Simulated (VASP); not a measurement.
# Rh (Fm-3m) in VASP: single point with PBE

Aim: the single point of Rh with PBE.

Everything below comes from runs of VASP 6.6.1. Logs are shortened: lines on timing, memory, paths and dates and some standing lists are left out, and cuts for length are marked.

## (1) The cell of the first run

Symmetry: Fm-3m, No. 225, cubic system. The conventional cell has a = 3.830 Å, b = 3.830 Å, c = 3.830 Å, α = 90.00°, β = 90.00°, γ = 90.00°. Within 3.6 Å of Rh (site symmetry m-3m) lie 12 Rh at 2.71 Å.

## (2) Single point, PBE

Contents of INCAR:

```
SYSTEM = Rh
  PREC = Accurate
  ENCUT = 500
  EDIFF = 1E-6
  ISMEAR = 0
  SIGMA = 0.1
  LREAL = .False.
  LASPH = .True.
  NELM = 120
  ALGO = Normal
  ISIF = 2
  LWAVE = .False.
  LCHARG = .True.
  GGA = PE
  LELF = .True.
  LVHAR = .True.
  NBANDS = 14
  GGA_COMPAT = .False.
```

Contents of KPOINTS:

```
Automatic mesh
0
Gamma
  18 18 18
  0 0 0
```

Contents of POSCAR:

```
Rh
1.0
    0.0000000000      1.9149195593      1.9149195593
    1.9149195593      0.0000000000      1.9149195593
    1.9149195593      1.9149195593      0.0000000000
Rh
1
Direct
    0.0000000000      0.0000000000      0.0000000000
```

Potentials or basis: VASP PAW PBE potentials, release 64 (Rh_pv).

Run with:

```sh
cat potpaw_PBE.64/Rh_pv/POTCAR > POTCAR
mpirun -np 1 vasp_std > vasp.out
```

OUTCAR:

```text
SYSTEM = Rh
   PREC = Accurate
   ENCUT = 500
   EDIFF = 1E-6
   ISMEAR = 0
   LREAL = .False.
   LASPH = .True.
   NELM = 120
   ISIF = 2
   GGA = PE

 ion  position               nearest neighbor table
   1  0.000  0.000  0.000-

  LATTYP: Found a face centered cubic cell.
 ALAT       =     3.8298391186

  Lattice vectors:

 A1 = (   0.0000000000,   1.9149195593,   1.9149195593)
 A2 = (   1.9149195593,   0.0000000000,   1.9149195593)
 A3 = (   1.9149195593,   1.9149195593,   0.0000000000)

Analysis of symmetry for initial positions (statically):
=====================================================================
 Subroutine PRICEL returns:
 Original cell was already a primitive cell.

 Routine SETGRP: Setting up the symmetry group for a
 face centered cubic supercell.

 Subroutine GETGRP returns: Found 48 space group operations
 (whereof 48 operations were pure point group operations)
 out of a pool of 48 trial point group operations.

The static configuration has the point symmetry O_h .

Analysis of symmetry for dynamics (positions and initial velocities):
=====================================================================
 Subroutine PRICEL returns:
 Original cell was already a primitive cell.

 Routine SETGRP: Setting up the symmetry group for a
 face centered cubic supercell.

 Subroutine GETGRP returns: Found 48 space group operations
 (whereof 48 operations were pure point group operations)
 out of a pool of 48 trial point group operations.

The dynamic configuration has the point symmetry O_h .

 Subroutine INISYM returns: Found 48 space group operations
 (whereof 48 operations are pure point group operations),
 and found     1 'primitive' translations

----------------------------------------------------------------------------------------

                                     Primitive cell

  volume of cell :      14.0437

  direct lattice vectors                    reciprocal lattice vectors
     0.000000000  1.914919559  1.914919559    -0.261107574  0.261107574  0.261107574
     1.914919559  0.000000000  1.914919559     0.261107574 -0.261107574  0.261107574
     1.914919559  1.914919559  0.000000000     0.261107574  0.261107574 -0.261107574

  length of vectors
     2.708105212  2.708105212  2.708105212     0.452251584  0.452251584  0.452251584

  position of ions in fractional coordinates (direct lattice)
     0.000000000  0.000000000  0.000000000

  ion indices of the primitive-cell ions
   primitive index   ion index
                 1           1

----------------------------------------------------------------------------------------

 KPOINTS: Automatic mesh

Automatic generation of k-mesh.
 Grid dimensions read from file:
 generate k-points for:   18   18   18

 Generating k-lattice:

  Cartesian coordinates                     Fractional coordinates (reciprocal lattice)
    -0.014505976  0.014505976  0.014505976     0.055555556  0.000000000  0.000000000
     0.014505976 -0.014505976  0.014505976     0.000000000  0.055555556  0.000000000
     0.014505976  0.014505976 -0.014505976     0.000000000  0.000000000  0.055555556

  Length of vectors
     0.025125088  0.025125088  0.025125088

  Shift w.r.t. Gamma in fractional coordinates (k-lattice)
     0.000000000  0.000000000  0.000000000

 Subroutine IBZKPT returns following result:
 ===========================================

 Found    195 irreducible k-points:

 Following reciprocal coordinates:
            Coordinates               Weight
  0.000000  0.000000  0.000000      1.000000
  0.055556  0.000000  0.000000      8.000000
  0.111111  0.000000  0.000000      8.000000
  0.166667  0.000000  0.000000      8.000000
  0.222222  0.000000  0.000000      8.000000
  0.277778  0.000000  0.000000      8.000000
[... 16 lines left out ...]
 -0.277778  0.055556  0.000000     24.000000
 -0.222222  0.055556  0.000000     24.000000
 [... further k-points ...]
   k-points           NKPTS =    195   k-points in BZ     NKDIM =    195   number of bands    NBANDS=     14
   number of dos      NEDOS =    301   number of ions     NIONS =      1
   total plane-waves  NPLWV =   8000
   dimension x,y,z NGX =    20 NGY =   20 NGZ =   20
   dimension x,y,z NGXF=    40 NGYF=   40 NGZF=   40
   ions per type =               1
   NGX,Y,Z   is equivalent  to a cutoff of  12.28, 12.28, 12.28 a.u.
   NGXF,Y,Z  is equivalent  to a cutoff of  24.56, 24.56, 24.56 a.u.
 SYSTEM =  Rh
   PREC   = accura    normal or accurate (medium, high low for compatibility)
   ISTART =      0    job   : 0-new  1-cont  2-samecut
   ICHARG =      2    charge: 1-file 2-atom 10-const
   ISPIN  =      1    spin polarized calculation?
   LNONCOLLINEAR =      F non collinear calculations
   LSORBIT =      F    spin-orbit coupling
   LASPH  =      T    aspherical Exc in radial PAW
   ENCUT  =  500.0 eV  36.75 Ry    6.06 a.u.   4.94  4.94  4.94*2*pi/ulx,y,z
   NELM   =    120;   NELMIN=  2; NELMDL= -5     # of ELM steps
   EDIFF  = 0.1E-05   stopping-criterion for ELM
   LREAL  =      F    real-space projection
   EDIFFG = 0.1E-04   stopping-criterion for IOM
   NSW    =      0    number of steps for IOM
   IBRION =     -1    ionic relax: 0-MD 1-quasi-New 2-CG
   NFREE  =      0    steps in history (QN), initial steepest desc. (CG)
   ISIF   =      2    stress and relaxation
   ISYM   =      2    0-nonsym 1-usesym 2-fastsym
   POTIM  = 0.5000    time-step for ionic-motion
   TEBEG  =    0.0;   TEEND  =   0.0 temperature during run
   PSTRESS=    0.0 pullay stress
   NELECT =      15.0000    total number of electrons
   NUPDOWN=      -1.0000    fix difference up-down
   EMIN   =  10.00;   EMAX   =-10.00  energy-range for DOS
   EFERMI =   0.00;   METHOD = LEGACY
   ISMEAR =     0;   SIGMA  =   0.10  broadening in eV -4-tet -1-fermi 0-gaus
   EFERMI_NEDOS =   21; number of points for ismear=-14 and -15
   IALGO  =     38    algorithm
   IMIX   =      4    mixing-type and parameters
     AMIX     =   0.40;   BMIX     =  1.00
     AMIX_MAG =   1.60;   BMIX_MAG =  1.00
  volume/ion in A,a.u.               =      14.04        94.77
  Fermi-wavevector in a.u.,A,eV,Ry     =   1.673445  3.162352 38.101992  2.800417
  Thomas-Fermi vector in A             =   2.758415
   LORBIT       =      0    0 simple, 1 ext, 2 COOP (PROOUT), +10 PAW based schemes
   GGA     = PE    functional components
   LHFCALC =     F    Hartree Fock is set to
   AEXX    =    0.0000 exact exchange contribution
   IVDW    =     0    specifies the selected vdW correction
   LEPSILON=     F    determine dielectric tensor
   LRPA    =     F    only Hartree local field effects (RPA)
 non-spin polarized calculation
 Gauss-broadening in eV      SIGMA  =   0.10
  energy-cutoff  :      500.00
  volume of cell :       14.04
 maximum number of plane-waves:       368
   NGX =  9   NGY =  9   NGZ =  9

 number of electron      15.0000003 magnetization

 Free energy of the ion-electron system (eV)
  ---------------------------------------------------
  ext. energy  EPLUGINS =         0.00000000
  ---------------------------------------------------
  free energy    TOTEN  =        -7.26166061 eV

  energy without entropy =       -7.25449786  energy(sigma->0) =       -7.25807923

 E-fermi :  11.5202     XC(G=0): -13.8959

 val. band max:       11.5200083242   @ k =   0.5000   0.3889   0.0556
 cond. band min:      11.5281429056   @ k =  -0.4444   0.3333   0.1667
 fundamental gap:      0.0081345813
 Fermi energy:        11.5201998808

 k-point     1 :       0.0000    0.0000    0.0000
  band No.  band energies     occupation
      1     -34.8307      2.00000
      2     -34.8307      2.00000
      3     -34.8307      2.00000
      4       3.7152      2.00000
      5       8.5370      2.00000
      6       8.5370      2.00000
      7       8.5370      2.00000
      8      10.5527      2.00000
      9      10.5527      2.00000
     10      27.5275      0.00000
     11      32.1003      0.00000
     12      32.8678      0.00000
     13      32.8678      0.00000
     14      32.8678      0.00000

 k-point     2 :       0.0556    0.0000    0.0000
  band No.  band energies     occupation
      1     -34.8519      2.00000
      2     -34.8336      2.00000
      3     -34.8336      2.00000
      4       3.8375      2.00000
      5       8.4836      2.00000
      6       8.5845      2.00000
      7       8.5845      2.00000
      8      10.5264      2.00000
      9      10.5264      2.00000
     10      27.7012      0.00000
     11      32.0915      0.00000
     12      32.1763      0.00000
     13      33.0430      0.00000
     14      33.0430      0.00000

 k-point     3 :       0.1111    0.0000    0.0000
  band No.  band energies     occupation
      1     -34.9126      2.00000
      2     -34.8419      2.00000
      3     -34.8419      2.00000
      4       4.1885      2.00000
      5       8.3497      2.00000
      6       8.7084      2.00000
      7       8.7084      2.00000
      8      10.4698      2.00000
      9      10.4698      2.00000
     10      28.1614      0.00000
     11      30.7135      0.00000
     12      32.1019      0.00000
     13      33.5507      0.00000
     14      33.5507      0.00000

 k-point     4 :       0.1667    0.0000    0.0000
  band No.  band energies     occupation
      1     -35.0050      2.00000
      2     -34.8545      2.00000
      3     -34.8545      2.00000
      4       4.7111      2.00000
      5       8.2189      2.00000
      6       8.8471      2.00000
      7       8.8471      2.00000
      8      10.4540      2.00000
      9      10.4540      2.00000
     10      28.6272      0.00000
     11      29.1754      0.00000
     12      32.1006      0.00000
     13      34.3344      0.00000
     14      34.3344      0.00000

 k-point     5 :       0.2222    0.0000    0.0000
  band No.  band energies     occupation
      1     -35.1171      2.00000
      2     -34.8700      2.00000
      3     -34.8700      2.00000
      4       5.2678      2.00000
      5       8.2548      2.00000
      6       8.9053      2.00000
      7       8.9053      2.00000
      8      10.5807      2.00000
      9      10.5807      2.00000
     10      27.3271      0.00000
     11      29.0869      0.00000
[... 276 lines left out ...]
 k-point    22 :      -0.3333    0.0556    0.0000
  band No.  band energies     occupation
      1     -35.3733      2.00000
      2     -34.9286      2.00000
      3     -34.9014      2.00000
      4       5.8091      2.00000
      5       8.6238      2.00000
      6       8.7267      2.00000
      7       9.6630      2.00000
      8      11.1818      2.00000
      9      11.9892      0.00000
     10      23.1871      0.00000
     11      28.0607      0.00000
     12      32.1001      0.00000
     13      33.0668      0.00000
     14      35.0523      0.00000

 k-point    23 :      -0.2778    0.0556    0.0000
  band No.  band energies     occupation
      1     -35.2722      2.00000
      2     -34.9148      2.00000
      3     -34.8851      2.00000
      4       5.7921      2.00000
      5       8.6663      2.00000
      6       8.8668      2.00000
      7       8.8773      2.00000
      8      10.7307      2.00000
      9      11.4644      1.57026
     10      25.0398      0.00000
     11      28.6999      0.00000
     12      32.1003      0.00000
     13      33.8761      0.00000
     14      36.4366      0.00000

 k-point    24 :      -0.2222    0.0556    0.0000
  band No.  band energies     occupation
      1     -35.1586      2.00000
      2     -34.8979      2.00000
      3     -34.8684      2.00000
      4       5.5245      2.00000
      5       8.2037      2.00000
      6       8.9166      2.00000
      7       8.9677      2.00000
      8      10.3709      2.00000
      9      11.0281      2.00000
     10      26.8273      0.00000
     11      29.1382      0.00000
     12      32.1004      0.00000
     13      34.1739      0.00000
     14      36.0390      0.00000

 [... further k-points ...]
[... 5 lines left out ...]
  --------------------------------------------------------------------------------------
  -------------------------------------------------------------------------------------
  Total        0.0087316      0.0087316      0.0087316      0.0000000      0.0000000      0.0000000
  in kB        0.9961468      0.9961468      0.9961468      0.0000000      0.0000000      0.0000000
  external PRESSURE =       0.9961468 kB  Pullay stress =       0.0000000 kB

 VOLUME and BASIS-vectors are now :
 -----------------------------------------------------------------------------
  energy-cutoff  :      500.00
  volume of cell :       14.04
      direct lattice vectors                 reciprocal lattice vectors
     0.000000000  1.914919559  1.914919559    -0.261107574  0.261107574  0.261107574
     1.914919559  0.000000000  1.914919559     0.261107574 -0.261107574  0.261107574
     1.914919559  1.914919559  0.000000000     0.261107574  0.261107574 -0.261107574

 POSITION                                       TOTAL-FORCE (eV/Angst)
 -----------------------------------------------------------------------------------
      0.00000      0.00000      0.00000         0.000000      0.000000      0.000000
 -----------------------------------------------------------------------------------
    total drift:                                0.000000      0.000000      0.000000

  FREE ENERGIE OF THE ION-ELECTRON SYSTEM (eV)
  ---------------------------------------------------
  free  energy   TOTEN  =        -7.2616606140 eV

  energy  without entropy=       -7.2544978552  energy(sigma->0) =       -7.25807923
```

It took 18 s on 1 thread of Intel Xeon Platinum 8375C at 2.90GHz (Ice Lake), shared host; peak memory 0.15 GiB.

Results:

```
Free energy : -7.2617 eV
Pressure    : 0.1 GPa
```
